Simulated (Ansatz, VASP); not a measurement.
# F in VASP and in Ansatz

```xyz
4
Lattice="2.9224 -1.7908 -0.2254 2.9224 1.7908 -0.2254 -2.1641 0.0000 7.1580" Properties=species:S:1:pos:R:3 pbc="T T T"
F     0.2925    0.0000    0.6346
F     3.3882    0.0000    6.0725
F     1.6467    0.0000    4.0237
F     2.0340    0.0000    2.6835
```

Change from the starting cell: volume 18.294 Å^3 an atom, stretch along a over the lengths across it, relative to the relaxed cell 0.9379.

Alike in both runs: task single point; functional PBEsol; k mesh 4 × 4 × 2; occupations gaussian, width 0.05 eV; no spin polarisation.

|  | VASP | Ansatz |
| --- | --- | --- |
| version | VASP 6.6.1 | Ansatz 0.2.0 |
| potentials or method | VASP PAW PBE potentials, release 64 (F), cutoff 520 eV | scalar-relativistic, plane waves, PAW |
| valence electrons in the cell | 28 | 28 |

|  | VASP | Ansatz | Ansatz less VASP |
| --- | --- | --- | --- |
| gap on the k mesh at the Fermi level (eV) | 3.01 | 3.09 | +0.081 |
| least direct gap on the mesh (eV) | 3.09 | 3.17 | +0.081 |
| pressure (GPa) | 0.8 | 0.4 | -0.39 |
| traceless stress, the component that is largest in VASP (GPa) | 2.06 | 0.56 | -1.501 |
| rms of the force components (eV/Å) | 0.358 | 0.103 | -0.2552 |

VASP's potentials were made for PBE, not for PBEsol. Atom by atom the forces differ by 0.255 eV/Å (rms over components). The functional is the same, so the differences come from potentials, cutoffs and numerics.

The k mesh is coarse, so the values compare programs but aren't converged.
